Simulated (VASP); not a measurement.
# NaCl (Pm-3m) in VASP: notebook

The runs below take NaCl through single point, relaxation of cell and atoms, with LDA, PBEsol+D4.

Program: VASP 6.6.1. These are calculated values, not measurements. Logs are shortened: lines on timing, memory, paths and dates and some standing lists are left out, and cuts for length are marked.

**1. The cell of the first run**

The structure is cubic, space group Pm-3m (No. 221). Conventional cell: a = 3.370 Å, b = 3.370 Å, c = 3.370 Å, α = 90.00°, β = 90.00°, γ = 90.00°. Cl (site symmetry m-3m) has 8 Na at 2.92 Å and 6 Cl at 3.37 Å within 3.8 Å. Na (site symmetry m-3m) has 8 Cl at 2.92 Å and 6 Na at 3.37 Å within 3.8 Å.

**2. Single point, LDA**

INCAR reads:

```
SYSTEM = NaCl
PREC     = Accurate       ! precision mode
ENCUT    = 520            ! plane-wave cutoff, eV
EDIFF    = 1E-6           ! SCF threshold, eV
ISMEAR   = -1             ! smearing method
SIGMA    = 0.05           ! smearing width, eV
LREAL    = .FALSE.        ! projectors in reciprocal space
LASPH    = .TRUE.         ! aspherical terms in the spheres
NELM     = 80             ! most SCF steps
ALGO     = Normal         ! electronic algorithm
ISIF     = 2              ! what is computed and relaxed
LWAVE    = .FALSE.        ! write WAVECAR
LCHARG   = .FALSE.        ! write CHGCAR
GGA      = CA             ! functional
NBANDS   = 14             ! bands
```

KPOINTS reads:

```
regular mesh
0
G
  8 8 8
  0 0 0
```

POSCAR reads:

```
NaCl
1.0
    3.3697718887      0.0000000000      0.0000000000
    0.0000000000      3.3697718887      0.0000000000
    0.0000000000      0.0000000000      3.3697718887
Cl Na
1 1
Direct
    0.5000000000      0.5000000000      0.5000000000
    0.0000000000      0.0000000000      0.0000000000
```

Potentials or basis: VASP PAW LDA potentials, release 64 (Cl, Na_pv).

On the command line:

```sh
cat potpaw_LDA.64/Cl/POTCAR potpaw_LDA.64/Na_pv/POTCAR > POTCAR
mpirun -np 1 vasp_std > vasp.out
```

OUTCAR:

```text
SYSTEM = NaCl
   PREC = Accurate
   ENCUT = 520
   EDIFF = 1E-6
   ISMEAR = -1
   LREAL = .FALSE.
   LASPH = .TRUE.
   NELM = 80
   ISIF = 2
   GGA = CA

 ion  position               nearest neighbor table
   1  0.500  0.500  0.500-
   2  0.000  0.000  0.000-

  LATTYP: Found a simple cubic cell.
 ALAT       =     3.3697718887

  Lattice vectors:

 A1 = (   3.3697718887,   0.0000000000,   0.0000000000)
 A2 = (   0.0000000000,   3.3697718887,   0.0000000000)
 A3 = (   0.0000000000,   0.0000000000,   3.3697718887)

Analysis of symmetry for initial positions (statically):
=====================================================================
 Subroutine PRICEL returns:
 Original cell was already a primitive cell.

 Routine SETGRP: Setting up the symmetry group for a
 simple cubic supercell.

 Subroutine GETGRP returns: Found 48 space group operations
 (whereof 48 operations were pure point group operations)
 out of a pool of 48 trial point group operations.

The static configuration has the point symmetry O_h .

Analysis of symmetry for dynamics (positions and initial velocities):
=====================================================================
 Subroutine PRICEL returns:
 Original cell was already a primitive cell.

 Routine SETGRP: Setting up the symmetry group for a
 simple cubic supercell.

 Subroutine GETGRP returns: Found 48 space group operations
 (whereof 48 operations were pure point group operations)
 out of a pool of 48 trial point group operations.

The dynamic configuration has the point symmetry O_h .

 Subroutine INISYM returns: Found 48 space group operations
 (whereof 48 operations are pure point group operations),
 and found     1 'primitive' translations

----------------------------------------------------------------------------------------

                                     Primitive cell

  volume of cell :      38.2650

  direct lattice vectors                    reciprocal lattice vectors
     3.369771889  0.000000000  0.000000000     0.296755992  0.000000000  0.000000000
     0.000000000  3.369771889  0.000000000     0.000000000  0.296755992  0.000000000
     0.000000000  0.000000000  3.369771889     0.000000000  0.000000000  0.296755992

  length of vectors
     3.369771889  3.369771889  3.369771889     0.296755992  0.296755992  0.296755992

  position of ions in fractional coordinates (direct lattice)
     0.500000000  0.500000000  0.500000000
     0.000000000  0.000000000  0.000000000

  ion indices of the primitive-cell ions
   primitive index   ion index
                 1           1
                 2           2

----------------------------------------------------------------------------------------

 KPOINTS: regular mesh

Automatic generation of k-mesh.
 Grid dimensions read from file:
 generate k-points for:    8    8    8

 Generating k-lattice:

  Cartesian coordinates                     Fractional coordinates (reciprocal lattice)
     0.037094499  0.000000000  0.000000000     0.125000000  0.000000000  0.000000000
     0.000000000  0.037094499  0.000000000     0.000000000  0.125000000  0.000000000
     0.000000000  0.000000000  0.037094499     0.000000000  0.000000000  0.125000000

  Length of vectors
     0.037094499  0.037094499  0.037094499

  Shift w.r.t. Gamma in fractional coordinates (k-lattice)
     0.000000000  0.000000000  0.000000000

 Subroutine IBZKPT returns following result:
 ===========================================

 Found     35 irreducible k-points:

 Following reciprocal coordinates:
            Coordinates               Weight
  0.000000  0.000000  0.000000      1.000000
  0.125000  0.000000  0.000000      6.000000
  0.250000  0.000000  0.000000      6.000000
  0.375000  0.000000  0.000000      6.000000
  0.500000  0.000000  0.000000      3.000000
  0.125000  0.125000  0.000000     12.000000
[... 16 lines left out ...]
  0.375000  0.375000  0.125000     24.000000
  0.500000  0.375000  0.125000     24.000000
 [... further k-points ...]
   k-points           NKPTS =     35   k-points in BZ     NKDIM =     35   number of bands    NBANDS=     14
   number of dos      NEDOS =    301   number of ions     NIONS =      2
   total plane-waves  NPLWV =  21952
   dimension x,y,z NGX =    28 NGY =   28 NGZ =   28
   dimension x,y,z NGXF=    56 NGYF=   56 NGZF=   56
   ions per type =               1   1
   NGX,Y,Z   is equivalent  to a cutoff of  13.81, 13.81, 13.81 a.u.
   NGXF,Y,Z  is equivalent  to a cutoff of  27.63, 27.63, 27.63 a.u.
 SYSTEM =  NaCl
   PREC   = accura    normal or accurate (medium, high low for compatibility)
   ISTART =      0    job   : 0-new  1-cont  2-samecut
   ICHARG =      2    charge: 1-file 2-atom 10-const
   ISPIN  =      1    spin polarized calculation?
   LNONCOLLINEAR =      F non collinear calculations
   LSORBIT =      F    spin-orbit coupling
   LASPH  =      T    aspherical Exc in radial PAW
[... 68 lines left out ...]
     10       9.2097      0.00000
     11      17.3214      0.00000
     12      17.3214      0.00000
     13      17.3218      0.00000
     14      17.4537      0.00000

 k-point     2 :       0.1250    0.0000    0.0000
  band No.  band energies     occupation
      1     -20.8581      2.00000
      2     -20.8471      2.00000
      3     -20.8471      2.00000
      4     -12.6060      2.00000
      5      -0.1422      2.00000
      6       0.5127      2.00000
      7       0.5127      2.00000
      8       5.5959      0.00000
      9       9.3956      0.00000
     10       9.6712      0.00000
     11      15.7550      0.00000
     12      15.7550      0.00000
     13      16.9602      0.00000
     14      17.4543      0.00000

 k-point     3 :       0.2500    0.0000    0.0000
  band No.  band energies     occupation
      1     -20.8825      2.00000
      2     -20.8449      2.00000
      3     -20.8449      2.00000
      4     -12.4329      2.00000
      5      -1.2803      2.00000
      6       0.6109      2.00000
      7       0.6109      2.00000
      8       6.5281      0.00000
      9       9.9389      0.00000
     10      10.5008      0.00000
     11      14.2923      0.00000
     12      14.2923      0.00000
     13      16.6593      0.00000
     14      16.8680      0.00000

 k-point     4 :       0.3750    0.0000    0.0000
  band No.  band energies     occupation
      1     -20.9066      2.00000
      2     -20.8427      2.00000
      3     -20.8427      2.00000
      4     -12.2467      2.00000
      5      -2.1877      2.00000
      6       0.7137      2.00000
      7       0.7137      2.00000
      8       7.4727      0.00000
      9      10.4986      0.00000
     10      10.7537      0.00000
     11      13.3070      0.00000
     12      13.3070      0.00000
     13      14.8949      0.00000
     14      18.0999      0.00000

 k-point     5 :       0.5000    0.0000    0.0000
  band No.  band energies     occupation
      1     -20.9165      2.00000
      2     -20.8418      2.00000
      3     -20.8418      2.00000
      4     -12.1652      2.00000
      5      -2.5263      2.00000
      6       0.7577      2.00000
      7       0.7577      2.00000
      8       8.0074      0.00000
      9      10.1339      0.00000
     10      11.3296      0.00000
     11      12.9604      0.00000
[... 276 lines left out ...]
 k-point    22 :       0.5000    0.2500    0.1250
  band No.  band energies     occupation
      1     -20.9061      2.00000
      2     -20.8697      2.00000
      3     -20.8473      2.00000
      4     -11.9450      2.00000
      5      -2.0568      2.00000
      6      -0.5689      2.00000
      7       0.4820      2.00000
      8       7.9959      0.00000
      9       9.8683      0.00000
     10      10.5976      0.00000
     11      12.8242      0.00000
     12      14.2885      0.00000
     13      14.6856      0.00000
     14      18.7120      0.00000

 k-point    23 :       0.3750    0.3750    0.1250
  band No.  band energies     occupation
      1     -20.8933      2.00000
      2     -20.8906      2.00000
      3     -20.8461      2.00000
      4     -11.8745      2.00000
      5      -1.5381      2.00000
      6      -1.3846      2.00000
      7       0.5571      2.00000
      8       7.2395      0.00000
      9      10.1465      0.00000
     10      11.1632      0.00000
     11      12.3047      0.00000
     12      14.7149      0.00000
     13      14.8562      0.00000
     14      18.5640      0.00000

 k-point    24 :       0.5000    0.3750    0.1250
  band No.  band energies     occupation
      1     -20.9004      2.00000
      2     -20.8898      2.00000
      3     -20.8452      2.00000
      4     -11.8143      2.00000
      5      -1.7601      2.00000
      6      -1.3347      2.00000
      7       0.6161      2.00000
      8       6.8501      0.00000
      9      10.6071      0.00000
     10      10.8461      0.00000
     11      12.1972      0.00000
     12      14.9155      0.00000
     13      14.9970      0.00000
     14      18.1347      0.00000

 [... further k-points ...]

------------------------ aborting loop because EDIFF is reached ----------------------------------------

  FORCE on cell =-STRESS in cart. coord.  units (eV):
  Direction    XX          YY          ZZ          XY          YZ          ZX
  --------------------------------------------------------------------------------------
  -------------------------------------------------------------------------------------
  Total       -0.0072351     -0.0072351     -0.0072351      0.0000000      0.0000000     -0.0000000
  in kB       -0.3029388     -0.3029388     -0.3029388      0.0000000      0.0000000     -0.0000000
  external PRESSURE =      -0.3029388 kB  Pullay stress =       0.0000000 kB

 VOLUME and BASIS-vectors are now :
 -----------------------------------------------------------------------------
  energy-cutoff  :      520.00
  volume of cell :       38.26
      direct lattice vectors                 reciprocal lattice vectors
     3.369771889  0.000000000  0.000000000     0.296755992  0.000000000  0.000000000
     0.000000000  3.369771889  0.000000000     0.000000000  0.296755992  0.000000000
     0.000000000  0.000000000  3.369771889     0.000000000  0.000000000  0.296755992

 POSITION                                       TOTAL-FORCE (eV/Angst)
 -----------------------------------------------------------------------------------
      1.68489      1.68489      1.68489         0.000000      0.000000      0.000000
      0.00000      0.00000      0.00000         0.000000      0.000000      0.000000
 -----------------------------------------------------------------------------------
    total drift:                               -0.000000      0.000000      0.000000

  FREE ENERGIE OF THE ION-ELECTRON SYSTEM (eV)
  ---------------------------------------------------
  free  energy   TOTEN  =        -7.1226121839 eV

  energy  without entropy=       -7.1226121839  energy(sigma->0) =       -7.12261218
```

It took 8.7 s on 1 thread of AMD EPYC 9R14 (Zen 4), shared host; peak memory 0.11 GiB.

Results:

```yaml
Free_energy: -7.1226 eV
Pressure: 0.0 GPa
Band_gap_on_the_k_mesh: 4.01 eV (least direct gap 4.62 eV)
```

Levels at points of the mesh, in eV from the valence-band top:
```csv
k point,band 5,band 6,band 7,band 8,band 9,band 10
"(0.00, 0.00, 0.00)",-0.61,-0.61,-0.61,4.01,8.12,8.12
"(0.50, 0.00, 0.00)",-3.61,-0.33,-0.33,6.92,9.05,10.24
"(0.50, 0.50, 0.00)",-2.78,-2.78,0.00,5.14,9.83,11.41
"(0.50, 0.50, 0.50)",-2.29,-2.29,-2.29,6.75,6.75,6.75
```

**3. Single point, LDA**

This run uses another cell than the first one, of 21.48 Å³/atom.

INCAR reads:

```
PREC = Accurate ; ENCUT = 520
EDIFF = 1E-6 ; ISMEAR = -1
SIGMA = 0.05 ; LREAL = F
LASPH = T ; NELM = 60
ALGO = Normal ; ISIF = 2
LWAVE = F ; LCHARG = F
NBANDS = 14
```

KPOINTS reads:

```
Automatic mesh
0
Gamma
  8 8 8
```

POSCAR reads:

```
NaCl
1.0
    3.5021900000      0.0000000000      0.0000000000
    0.0000000000      3.5021900000      0.0000000000
    0.0000000000      0.0000000000      3.5021900000
Cl Na
1 1
Direct
    0.5000000000      0.5000000000      0.5000000000
    0.0000000000      0.0000000000      0.0000000000
```

Potentials or basis: VASP PAW LDA potentials, release 64 (Cl, Na_pv).

On the command line:

```sh
cat potpaw_LDA.64/Cl/POTCAR potpaw_LDA.64/Na_pv/POTCAR > POTCAR
mpirun -np 1 vasp_std > vasp.out
```

Run time: 8.8 s. Hardware: 1 thread of AMD EPYC 9R14 (Zen 4), shared host; peak memory 0.11 GiB.

Results (log left out):

```
Free energy            : -7.0723 eV
Pressure               : -3.1 GPa
Band gap on the k mesh : 3.61 eV (least direct gap 4.12 eV)
```

Levels at points of the mesh, in eV from the valence-band top:
```tsv
k point	band 4	band 5	band 6	band 7	band 8	band 9	band 10	band 11
(0.00, 0.00, 0.00)	-13.31	-0.51	-0.51	-0.51	3.61	8.28	8.28	15.27
(0.50, 0.00, 0.00)	-12.94	-3.05	-0.27	-0.27	6.55	8.25	10.30	11.60
(0.50, 0.50, 0.00)	-12.66	-2.34	-2.34	0.00	5.20	9.59	10.64	10.64
(0.50, 0.50, 0.50)	-12.38	-1.90	-1.90	-1.90	6.78	6.78	6.78	11.29
```

Caveat: the cell stands under tension. A k mesh can miss the band edges.

**4. Single point, PBEsol+D4**

This run uses another cell than the first one, of 21.48 Å³/atom.

INCAR reads:

```
ALGO = Normal
EDIFF = 1E-7
ENCUT = 520
GGA = PS
ISIF = 2
ISMEAR = -1
IVDW = 13
LASPH = True
LCHARG = False
LREAL = False
LWAVE = False
NBANDS = 14
NELM = 60
PREC = Accurate
SIGMA = 0.05
```

KPOINTS reads:

```
k-points
0
Gamma
  8 8 8
```

POSCAR is that of step 3.

Potentials or basis: VASP PAW PBE potentials, release 64 (Cl, Na_pv).

On the command line:

```sh
cat potpaw_PBE.64/Cl/POTCAR potpaw_PBE.64/Na_pv/POTCAR > POTCAR
mpirun -np 1 vasp_std > vasp.out
```

Wall time 12 s (1 thread of AMD EPYC 9R14 (Zen 4), shared host); peak memory 0.13 GiB.

It converged, with:

- Free energy: -6.8422 eV
- Pressure: -1.7 GPa
- Band gap on the k mesh: 3.84 eV (least direct gap 4.34 eV)
- Dispersion energy per atom: -0.060 eV

Levels at points of the mesh, in eV from the valence-band top:
| k point | band 3 | band 4 | band 5 | band 6 | band 7 | band 8 | band 9 | band 10 | band 11 | band 12 |
| --- | --- | --- | --- | --- | --- | --- | --- | --- | --- | --- |
| (0.00, 0.00, 0.00) | -21.88 | -13.37 | -0.50 | -0.50 | -0.50 | 3.84 | 8.41 | 8.41 | 15.58 | 15.58 |
| (0.50, 0.00, 0.00) | -21.88 | -13.01 | -3.00 | -0.26 | -0.26 | 6.74 | 8.49 | 10.38 | 11.77 | 11.77 |
| (0.50, 0.50, 0.00) | -21.88 | -12.73 | -2.31 | -2.31 | 0.00 | 5.43 | 9.73 | 10.87 | 10.87 | 12.53 |
| (0.50, 0.50, 0.50) | -21.91 | -12.46 | -1.88 | -1.88 | -1.88 | 6.97 | 6.97 | 6.97 | 11.66 | 15.72 |

Caveat: the PAW data sets were made with another functional, which shifts forces and pressure a little. A k mesh can miss the band edges.

**5. Relaxation of cell and atoms, LDA**

This run uses another cell than the first one, of 21.48 Å³/atom.

INCAR reads:

```
PREC = Accurate
ENCUT = 600
EDIFF = 1E-7
ISMEAR = -1
SIGMA = 0.05
LREAL = False
LASPH = True
NELM = 60
ALGO = Normal
ISIF = 3
LWAVE = False
LCHARG = False
IBRION = 2
NSW = 60
EDIFFG = -0.01
```

KPOINTS reads:

```
regular mesh
0
Gamma
  8 8 8
```

POSCAR is that of step 4.

Potentials or basis: VASP PAW LDA potentials, release 64 (Cl, Na_pv).

On the command line:

```sh
cat potpaw_LDA.64/Cl/POTCAR potpaw_LDA.64/Na_pv/POTCAR > POTCAR
mpirun -np 1 vasp_std > vasp.out
```

Wall time 22 s (1 thread of AMD EPYC 9R14 (Zen 4), shared host); peak memory 0.12 GiB.

The run converged. Its results:

```yaml
Free_energy: -7.1233 eV
Relaxed_volume: 19.11 Å³/atom
Relaxed_cell: a = 3.368 Å, b = 3.368 Å, c = 3.368 Å, α = 90.00°, β = 90.00°, γ = 90.00°
Space_group_after_relaxing_to_0.1_Å: Pm-3m (No. 221)
Energy_gained_by_relaxing: 25.4 meV/atom
Ionic_steps: 4
Pressure_after_relaxing: 0.0 GPa
Band_gap_on_the_k_mesh: 4.02 eV (least direct gap 4.63 eV)
```

Step by step:
```csv
step,energy change (eV),largest force (eV/Å),pressure (GPa),volume (Å³)
1,0.0000,0.0000,-3.08,42.96
2,-0.0384,0.0000,-1.71,40.44
3,-0.0507,0.0000,-0.22,38.48
4,-0.0508,0.0000,0.03,38.22
```

Final structure:
```cif
data_structure
_symmetry_space_group_name_H-M 'P 1'
_symmetry_Int_Tables_number 1
_cell_length_a 3.3684
_cell_length_b 3.3684
_cell_length_c 3.3684
_cell_angle_alpha 90.000
_cell_angle_beta 90.000
_cell_angle_gamma 90.000
_cell_volume 38.22
loop_
_atom_site_label
_atom_site_type_symbol
_atom_site_fract_x
_atom_site_fract_y
_atom_site_fract_z
_atom_site_occupancy
Cl1 Cl 0.50000 0.50000 0.50000 1
Na1 Na 0.00000 0.00000 0.00000 1
```

Levels at points of the mesh, in eV from the valence-band top:
| k point | band 4 | band 5 | band 6 | band 7 | band 8 | band 9 | band 10 | band 11 |
| --- | --- | --- | --- | --- | --- | --- | --- | --- |
| (0.00, 0.00, 0.00) | -13.77 | -0.61 | -0.61 | -0.61 | 4.02 | 8.12 | 8.12 | 16.38 |
| (0.50, 0.00, 0.00) | -13.26 | -3.62 | -0.33 | -0.33 | 6.92 | 9.06 | 10.24 | 11.88 |
| (0.50, 0.50, 0.00) | -12.90 | -2.78 | -2.78 | 0.00 | 5.14 | 9.83 | 11.42 | 11.42 |
| (0.50, 0.50, 0.50) | -12.52 | -2.29 | -2.29 | -2.29 | 6.75 | 6.75 | 6.75 | 12.20 |

A k mesh can miss the band edges.

**6. Summary**

```tsv
task	level	potentials or basis	cell	cutoff (eV)	gap on the mesh (eV)	pressure (GPa)
single point	LDA	VASP PAW LDA potentials, release 64 (Cl, Na_pv)	a = 3.370 Å, 2 atoms	520	4.01	0.0
single point	LDA	VASP PAW LDA potentials, release 64 (Cl, Na_pv)	a = 3.502 Å, 2 atoms	520	3.61	-3.1
single point	PBEsol+D4	VASP PAW PBE potentials, release 64 (Cl, Na_pv)	a = 3.502 Å, 2 atoms	520	3.84	-1.7
relaxation of cell and atoms	LDA	VASP PAW LDA potentials, release 64 (Cl, Na_pv)	relaxed from a = 3.502 Å, 2 atoms	600	4.02	0.0
```

Alike in all rows: no spin polarisation; k mesh 8 × 8 × 8; smearing fermi-dirac 0.05 eV.

Caveats: the cell stands under tension (at least some runs); the PAW data sets were made with another functional, which shifts forces and pressure a little (at least some runs).

Absolute energies hang on the potentials; compare differences alone.
